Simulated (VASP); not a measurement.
# TiO2: single point with LDA

Crystal: TiO2.

```xyz
12
Lattice="4.4384 0.0000 0.0000 0.0000 5.3439 0.0000 0.0000 0.0000 4.7702" Properties=species:S:1:pos:R:3 pbc="T T T"
Ti    2.2192    3.6124    3.5776
Ti    0.0000    4.4035    1.1925
Ti    2.2192    1.7315    1.1925
Ti    0.0000    0.9404    3.5776
O     3.2457    3.2733    0.3780
O     1.0265    4.7426    4.3921
O     3.4120    4.7426    2.7631
O     1.1928    3.2733    2.0070
O     3.2457    2.0706    2.7631
O     1.0265    0.6013    2.0070
O     3.4120    0.6013    0.3780
O     1.1928    2.0706    4.3921
```

| Quantity | Value |
| --- | --- |
| Program | VASP 6.6.1 |
| Task | single point |
| Functional | LDA |
| Potentials or basis | VASP PAW LDA potentials, release 64 (Ti_sv, O) |
| Cutoff | 520 eV |
| k mesh | 6 × 4 × 6 |
| Occupations | gaussian, width 0.02 eV |
| Spin | no spin polarisation |
| Dipole correction | no |
| Further INCAR settings | ALGO = Normal; EDIFF = 1e-07; NBANDS = 60 |

```
Pressure               : 13.6 GPa
Largest force          : 0.075 eV/Å
Band gap on the k mesh : 2.82 eV, indirect (least direct gap 2.85 eV)
```

Forces in eV/Å, atoms in the order of the input:
```
Ti   0.000 -0.075  0.000
Ti   0.000  0.075  0.000
Ti   0.000  0.075  0.000
Ti   0.000 -0.075  0.000
O   -0.024 -0.059 -0.004
O   -0.024  0.059  0.004
O    0.024  0.059 -0.004
O    0.024 -0.059  0.004
O   -0.024  0.059 -0.004
O   -0.024 -0.059  0.004
O    0.024 -0.059 -0.004
O    0.024  0.059  0.004
```

Stress tensor (GPa, compression positive):
```
13.68  0.00  0.00
 0.00 13.43  0.00
 0.00  0.00 13.77
```

Levels at points of the mesh, in eV from the valence-band top:
```tsv
k point	band 45	band 46	band 47	band 48	band 49	band 50	band 51	band 52
(0.00, 0.00, 0.00)	-0.40	-0.37	-0.12	0.00	2.85	2.88	2.91	3.03
(0.50, 0.00, 0.00)	-0.46	-0.46	-0.27	-0.27	3.46	3.46	3.47	3.47
(0.00, 0.50, 0.00)	-1.20	-1.20	-0.17	-0.17	3.00	3.00	3.49	3.49
(0.50, 0.50, 0.00)	-0.62	-0.62	-0.40	-0.40	3.18	3.18	3.23	3.23
(0.00, 0.00, 0.50)	-0.49	-0.49	-0.29	-0.29	2.82	2.82	3.28	3.28
(0.50, 0.00, 0.50)	-0.46	-0.46	-0.46	-0.46	3.19	3.19	3.19	3.19
(0.00, 0.50, 0.50)	-0.49	-0.49	-0.49	-0.49	3.16	3.16	3.16	3.16
(0.50, 0.50, 0.50)	-0.85	-0.85	-0.85	-0.85	3.18	3.18	3.18	3.18
```

It took 5.6 min on 1 thread of Intel Xeon 6975P-C, with other jobs on the host, peak memory 0.34 GiB.

A k mesh can miss the band edges. A hybrid or GW would open this gap; LDA tends to underestimate it.
